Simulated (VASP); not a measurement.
AlN, 4 atoms in the cell. It takes space group P6_3mc (No. 186, hexagonal). Conventional cell: a = 2.858 Å, b = 2.858 Å, c = 4.580 Å, α = 90.00°, β = 90.00°, γ = 120.00°. Within 2.3 Å of Al (site symmetry 3m) lie 4 N at 1.74 to 1.75 Å. N (site symmetry 3m) has 4 Al at 1.74 to 1.75 Å within 2.3 Å.  This cell differs from its parent crystal: strain -0.080 along x and y, -0.080 along z.

| Item | Value |
| --- | --- |
| Program | VASP 6.6.1 |
| Task | single point |
| Functional | r2SCAN |
| Potentials or basis | VASP PAW PBE potentials, release 64 (Al, N) |
| Cutoff | 520 eV |
| k mesh | 12 × 12 × 6 |
| Occupations | gaussian, width 0.05 eV |
| Spin | no spin polarisation |
| Dipole correction | no |
| Further INCAR settings | ALGO = Normal; EDIFF = 1e-06; NBANDS = 16 |

Potentials or basis: VASP PAW PBE potentials, release 64 (Al, N).

The run is started by

```console
$ cat potpaw_PBE.64/Al/POTCAR potpaw_PBE.64/N/POTCAR > POTCAR
$ cp INCAR.step1 INCAR
$ mpirun -np 1 vasp_std > vasp.out
$ cp INCAR.step2 INCAR
$ mpirun -np 1 vasp_std > vasp.out
```

Hardware: 1 thread of Intel(R) Xeon(R) 6975P-C (Granite Rapids), on a shared host.

Task: How long does it take, and how much memory?

Result: Wall time 48 s on 1 thread of Intel(R) Xeon(R) 6975P-C (Granite Rapids) (shared host), peak memory 0.17 GiB. Counts: k points 76.
